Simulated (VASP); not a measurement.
Write the native input for VASP 6.6.1 that does the following.

- Task: single point
- Functional: PBE
- Potentials or basis: VASP PAW PBE potentials, release 64 (Cu, Sn_d)
- Cutoff: 520 eV
- k mesh: 12 × 12 × 8
- Occupations: gaussian, width 0.1 eV
- Spin: no spin polarisation
- Dipole correction: no
- Further INCAR settings: ALGO = Fast; EDIFF = 1e-07; NBANDS = 38

The structure of Cu3Sn2 lies in POSCAR:

```
Cu3Sn2
1.0
    4.6917038325      0.0000000000      0.0000000000
   -2.3458519162      4.0631347059      0.0000000000
    0.0000000000      0.0000000000      5.4566820279
Cu Sn
3 2
Direct
    0.3333333333      0.6666666667      0.0000000000
    0.6666666667      0.3333333333      0.0000000000
    0.0000000000      0.0000000000      0.0000000000
    0.3333333333      0.6666666667      0.5000000000
    0.6666666667      0.3333333333      0.5000000000
```

The input as run:

INCAR

```
SYSTEM = Cu3Sn2
ALGO = Fast
EDIFF = 1E-7
ENCUT = 520
GGA = PE
ISIF = 2
ISMEAR = 0
LASPH = .TRUE.
LCHARG = .FALSE.
LREAL = .FALSE.
LWAVE = .FALSE.
NBANDS = 38
NELM = 100
PREC = Accurate
SIGMA = 0.1
```

KPOINTS

```
k-points
0
G
  12 12 8
  0 0 0
```

Potentials or basis: VASP PAW PBE potentials, release 64 (Cu, Sn_d).

Command:

```console
$ cat potpaw_PBE.64/Cu/POTCAR potpaw_PBE.64/Sn_d/POTCAR > POTCAR
$ mpirun -np 1 vasp_std > vasp.out
```

Results of the run:

```
Pressure               : 0.1 GPa
Band gap on the k mesh : zero (an odd number of electrons rules out a gap without spin polarisation)
```

Caveat: spin-orbit coupling is left out, which moves the levels of the heavy elements.

Run time: 9.7 min on 1 thread of Intel(R) Xeon(R) Platinum 8259CL CPU @ 2.50GHz (Skylake/Cascade Lake), with other jobs on the host, peak memory 0.44 GiB.
